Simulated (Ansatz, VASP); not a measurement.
**N: VASP beside Ansatz**

The input INCAR:

```
SYSTEM = N
PREC = Accurate ; ENCUT = 520
EDIFF = 1E-6 ; ISMEAR = -1
SIGMA = 0.02 ; LREAL = .FALSE.
LASPH = .TRUE. ; NELM = 60
ALGO = Normal ; ISIF = 2
LWAVE = .FALSE. ; LCHARG = .TRUE.
GGA = PE ; LELF = .TRUE.
LVHAR = .TRUE. ; NBANDS = 18
```

The input KPOINTS:

```
Automatic mesh
0
G
  12 12 4
  0 0 0
```

Contents of POSCAR:

```
N
1.0
    3.5804190885      0.0000000000      0.0000000000
   -1.7902095442      3.1007338868      0.0000000000
    0.0000000000      0.0000000000      7.6415025808
N
4
Direct
    0.3333333333      0.6666666667      0.3215708973
    0.3333333333      0.6666666667      0.1784291027
    0.6666666667      0.3333333333      0.8215708973
    0.6666666667      0.3333333333      0.6784291027
```

Input for Ansatz:

```yaml
crystal:
  lattice:
    - [3.5804190885, 0.0, 0.0]
    - [-1.7902095442, 3.1007338868, 0.0]
    - [0.0, 0.0, 7.6415025808]
  atoms:
    - { symbol: "N", position: [0.3333333333, 0.6666666667, 0.3215708973] }
    - { symbol: "N", position: [0.3333333333, 0.6666666667, 0.1784291027] }
    - { symbol: "N", position: [0.6666666667, 0.3333333333, 0.8215708973] }
    - { symbol: "N", position: [0.6666666667, 0.3333333333, 0.6784291027] }
kpoints:
  mp_grid: { grid: [12, 12, 4] }
  band_path:
    path:
      - [[0.0, 0.0, 0.0], [0.5, 3.328666009718e-17, 0.0], [0.3333333333333, 0.3333333333333, 0.0], [0.0, 0.0, 0.0], [0.0, 0.0, 0.5], [0.5, 3.328666009718e-17, 0.5], [0.3333333333333, 0.3333333333333, 0.5], [0.0, 0.0, 0.5]]
      - [[0.5, 3.328666009718e-17, 0.5], [0.5, 3.328666009718e-17, 0.0]]
      - [[0.3333333333333, 0.3333333333333, 0.5], [0.3333333333333, 0.3333333333333, 0.0]]
    npoints: 10
hamiltonian:
  xc: pbe
scf:
  occupations: { method: fermi_dirac, width: 0.02 }
  n_extra_bands: 5
output:
  forces: true
  stress: true
  eigenvalues: true
```

Alike in both runs: task single point; functional PBE; k mesh 12 × 12 × 4; occupations fermi-dirac, width 0.02 eV; no spin polarisation.

```csv
,VASP,Ansatz
version,VASP 6.6.1,Ansatz 0.2.0
potentials or method,"VASP PAW PBE potentials, release 64 (N)","plane waves, PAW"
plane-wave cutoff (eV),520,420
valence electrons in the cell,20,20
```

Ansatz gave:

| Quantity | Value |
| --- | --- |
| gap on the k mesh at the Fermi level (eV) | 7.08 |
| pressure (GPa) | 2.5 |
| traceless stress, the component that is largest in VASP (GPa) | 3.00 |
| rms of the force components (eV/Å) | 0.680 |

Q: Estimate VASP's values.

A: gap on the k mesh at the Fermi level (eV): 7.03; pressure (GPa): 4.9; traceless stress, the component that is largest in VASP (GPa): 8.29; rms of the force components (eV/Å): 1.807.

Atom by atom the forces differ by 1.127 eV/Å (rms over components).

Noted on VASP's run: the standard files for N, O and F lose accuracy on very short bonds.
